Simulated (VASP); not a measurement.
# CuGe4 in VASP: a series of runs, part 2 of 2

VASP 6.6.1. The steps go on from the part before.

## Step 4: Single point, PBE

INCAR reads:

```
SYSTEM = CuGe4
  ALGO = Normal
  DIPOL = 0.5 0.5 0.339
  EDIFF = 1E-7
  ENCUT = 520
  GGA = PE
  IDIPOL = 3
  ISIF = 2
  ISMEAR = 0
  LASPH = .TRUE.
  LCHARG = .TRUE.
  LDIPOL = .TRUE.
  LELF = .TRUE.
  LREAL = .FALSE.
  LVACPOTAV = .TRUE.
  LVHAR = .TRUE.
  LWAVE = .FALSE.
  NBANDS = 42
  NELM = 100
  PREC = Accurate
  SIGMA = 0.1
```

KPOINTS reads:

```
k-points
0
G
  7 7 1
  0 0 0
```

POSCAR reads:

```
CuGe4
1.0
    4.0740542205      0.0000000000      0.0000000000
    0.0000000000      4.0740542205      0.0000000000
    0.0000000000      0.0000000000     19.8557568590
Ge Cu
4 1
Direct
    0.0000000000      0.5000000000      0.2014529100
    0.0000000000      0.0000000000      0.2739958855
    0.5000000000      0.0000000000      0.3493666156
    0.5000000000      0.5000000000      0.4208228837
    0.8750000000      0.8750000000      0.4489904886
```

Potentials or basis: VASP PAW PBE potentials, release 64 (Ge_d, Cu).

Started as:

```bash
cat potpaw_PBE.64/Ge_d/POTCAR potpaw_PBE.64/Cu/POTCAR > POTCAR
mpirun -np 1 vasp_std > vasp.out
```

OUTCAR:

```text
SYSTEM = CuGe4
   EDIFF = 1E-7
   ENCUT = 520
   GGA = PE
   ISIF = 2
   ISMEAR = 0
   LASPH = .TRUE.
   LREAL = .FALSE.
   NELM = 100
   PREC = Accurate

 ion  position               nearest neighbor table
   1  0.000  0.500  0.201-   2 2.49   2 2.49
   2  0.000  0.000  0.274-   1 2.49   1 2.49   3 2.53   3 2.53
   3  0.500  0.000  0.349-   4 2.48   4 2.48   2 2.53   2 2.53   5 2.55
   4  0.500  0.500  0.421-   5 2.23   3 2.48   3 2.48
   5  0.875  0.875  0.449-   4 2.23   3 2.55

  LATTYP: Found a simple tetragonal cell.
 ALAT       =     4.0740542205
 C/A-ratio  =     4.8737095248

  Lattice vectors:

 A1 = (   4.0740542205,   0.0000000000,   0.0000000000)
 A2 = (   0.0000000000,   4.0740542205,   0.0000000000)
 A3 = (   0.0000000000,   0.0000000000,  19.8557568590)

Analysis of symmetry for initial positions (statically):
=====================================================================
 Subroutine PRICEL returns:
 Original cell was already a primitive cell.

 Routine SETGRP: Setting up the symmetry group for a
 simple tetragonal supercell.

 Subroutine GETGRP returns: Found  1 space group operations
 (whereof  1 operations were pure point group operations)
 out of a pool of 16 trial point group operations.

The static configuration has the point symmetry C_1 .

Analysis of symmetry for dynamics (positions and initial velocities):
=====================================================================
 Subroutine PRICEL returns:
 Original cell was already a primitive cell.

 Routine SETGRP: Setting up the symmetry group for a
 simple tetragonal supercell.

 Subroutine GETGRP returns: Found  1 space group operations
 (whereof  1 operations were pure point group operations)
 out of a pool of 16 trial point group operations.

The dynamic configuration has the point symmetry C_1 .

 Subroutine INISYM returns: Found  1 space group operations
 (whereof  1 operations are pure point group operations),
[... 125 lines left out ...]
   LORBIT       =      0    0 simple, 1 ext, 2 COOP (PROOUT), +10 PAW based schemes
   GGA     = PE    functional components
   LHFCALC =     F    Hartree Fock is set to
   AEXX    =    0.0000 exact exchange contribution
   IVDW    =     0    specifies the selected vdW correction
   LEPSILON=     F    determine dielectric tensor
   LRPA    =     F    only Hartree local field effects (RPA)
 non-spin polarized calculation
 Gauss-broadening in eV      SIGMA  =   0.10
  energy-cutoff  :      520.00
  volume of cell :      329.56
 maximum number of plane-waves:      8917
   NGX = 15   NGY = 15   NGZ = 73

 dipolmoment           0.000000      0.000000      0.092760 electrons x Angstroem

 number of electron      66.9999950 magnetization

 dipolmoment           0.000000      0.000000     -0.034244 electrons x Angstroem

 Free energy of the ion-electron system (eV)
  ---------------------------------------------------
  ext. energy  EPLUGINS =         0.00000000
  ---------------------------------------------------
  free energy    TOTEN  =       -18.40709357 eV

  energy without entropy =      -18.39270892  energy(sigma->0) =      -18.39990125

 E-fermi :  -1.6132     XC(G=0):  -4.1399

 val. band max:       -1.6413633891   @ k =   0.4286   0.1429   0.0000
 cond. band min:      -1.6084893662   @ k =   0.4286   0.0000   0.0000
 fundamental gap:      0.0328740229
 Fermi energy:        -1.6131600695

 k-point     1 :       0.0000    0.0000    0.0000
  band No.  band energies     occupation
      1     -26.1649      2.00000
      2     -26.1516      2.00000
      3     -26.1246      2.00000
      4     -26.1046      2.00000
      5     -26.0692      2.00000
      6     -25.9490      2.00000
[... 1069 lines left out ...]
     41       4.0370      0.00000
     42       4.3767      0.00000

 [... further k-points ...]

------------------------ aborting loop because EDIFF is reached ----------------------------------------

  FORCE on cell =-STRESS in cart. coord.  units (eV):
  Direction    XX          YY          ZZ          XY          YZ          ZX
  --------------------------------------------------------------------------------------
  -------------------------------------------------------------------------------------
  Total       -1.8143618     -0.1077625      1.0338007      1.8557430     -0.3613910      0.7879166
  in kB       -8.8205247     -0.5238876      5.0258249      9.0216997     -1.7569031      3.8304588
  external PRESSURE =      -1.4395291 kB  Pullay stress =       0.0000000 kB

 VOLUME and BASIS-vectors are now :
 -----------------------------------------------------------------------------
  energy-cutoff  :      520.00
  volume of cell :      329.56
      direct lattice vectors                 reciprocal lattice vectors
     4.074054220  0.000000000  0.000000000     0.245455742  0.000000000  0.000000000
     0.000000000  4.074054220  0.000000000     0.000000000  0.245455742  0.000000000
     0.000000000  0.000000000 19.855756859     0.000000000  0.000000000  0.050363228

 POSITION                                       TOTAL-FORCE (eV/Angst)
 -----------------------------------------------------------------------------------
      0.00000      2.03703      4.00000         0.007996      0.034651      0.059461
      0.00000      0.00000      5.44040        -0.009706      0.059274     -0.182766
      2.03703      0.00000      6.93694        -0.083516      0.204412     -0.553099
      2.03703      2.03703      8.35576        -1.124207     -0.750019      0.648092
      3.56480      3.56480      8.91505         1.209433      0.451681      0.028312
 -----------------------------------------------------------------------------------
    total drift:                                0.000024      0.000004      0.005616

  FREE ENERGIE OF THE ION-ELECTRON SYSTEM (eV)
  ---------------------------------------------------
  free  energy   TOTEN  =       -18.4070935701 eV

  energy  without entropy=      -18.3927089249  energy(sigma->0) =      -18.39990125

 vacuum level on the upper side and lower side of the slab         2.820         3.193
```

OSZICAR:

```text
N       E                     dE             d eps       ncg     rms          rms(c)
DAV:   1     0.597008588052E+03    0.59701E+03   -0.33599E+04  2558   0.255E+03
DAV:   2     0.818275950540E+02   -0.51518E+03   -0.50129E+03  2292   0.672E+02
DAV:   3    -0.137095821895E+02   -0.95537E+02   -0.93955E+02  2862   0.206E+02
[... 20 lines left out ...]
DAV:  24    -0.184070923004E+02   -0.31675E-05   -0.13791E-07  1676   0.578E-03    0.299E-04
DAV:  25    -0.184070929254E+02   -0.62506E-06   -0.23627E-08  1586   0.217E-03    0.114E-04
DAV:  26    -0.184070933286E+02   -0.40320E-06   -0.22071E-08  1484   0.138E-03    0.882E-05
DAV:  27    -0.184070935272E+02   -0.19863E-06   -0.11250E-08  1502   0.158E-03    0.446E-05
DAV:  28    -0.184070935701E+02   -0.42892E-07   -0.38272E-09  1542   0.579E-04
   1 F= -.18407094E+02 E0= -.18399901E+02  d E =-.143846E-01
```

stdout:

```text
POSCAR found type information on POSCAR GeCu
 POSCAR found :  2 types and       5 ions
 scaLAPACK will be used
 LDA part: xc-table for (Slater+PW92), standard interpolation
 POSCAR, INCAR and KPOINTS ok, starting setup
 FFT: planning ... GRIDC
 FFT: planning ... GRID_SOFT
 FFT: planning ... GRID
 WAVECAR not read
 entering main loop
 -----------------------------------------------------------------------------
|                                                                             |
|           W    W    AA    RRRRR   N    N  II  N    N   GGGG   !!!           |
|           W    W   A  A   R    R  NN   N  II  NN   N  G    G  !!!           |
|           W    W  A    A  R    R  N N  N  II  N N  N  G       !!!           |
|           W WW W  AAAAAA  RRRRR   N  N N  II  N  N N  G  GGG   !            |
|           WW  WW  A    A  R   R   N   NN  II  N   NN  G    G                |
|           W    W  A    A  R    R  N    N  II  N    N   GGGG   !!!           |
|                                                                             |
|     Did not find any points to average over, which means that no vacuum     |
|     field-free region was found. Please increase the size of  your cell     |
|     in the dimension of the dipole correction to obtain accurate            |
|     workfunction values.                                                    |
|                                                                             |
 -----------------------------------------------------------------------------
```

Run time: 6.2 min. Hardware: 1 thread of AMD EPYC 9R45 (Zen 5), shared host; peak memory 0.52 GiB.

What came out:

| Property | Result |
| --- | --- |
| Free energy | -18.4071 eV |
| Largest force | 1.499 eV/Å |
| Band gap on the k mesh | zero (an odd number of electrons rules out a gap without spin polarisation) |

Forces in eV/Å, atoms in the order of the input:
```
Ge   0.008  0.035  0.059
Ge  -0.010  0.059 -0.183
Ge  -0.084  0.204 -0.553
Ge  -1.124 -0.750  0.648
Cu   1.209  0.452  0.028
```

## Step 5: The runs side by side

| cell | gap on the mesh (eV) | largest force (eV/Å) |
| --- | --- | --- |
| as given, atomic positions A | none | 0.69 |
| as given, atomic positions B | none | 1.20 |
| as given, atomic positions C | none | 1.50 |

Alike in all rows: task single point; level PBE; potentials or basis VASP PAW PBE potentials, release 64 (Ge_d, Cu); no spin polarisation; k mesh 7 × 7 × 1; cutoff (eV) 520; smearing gaussian 0.1 eV.

Absolute energies hang on the potentials; compare differences alone.
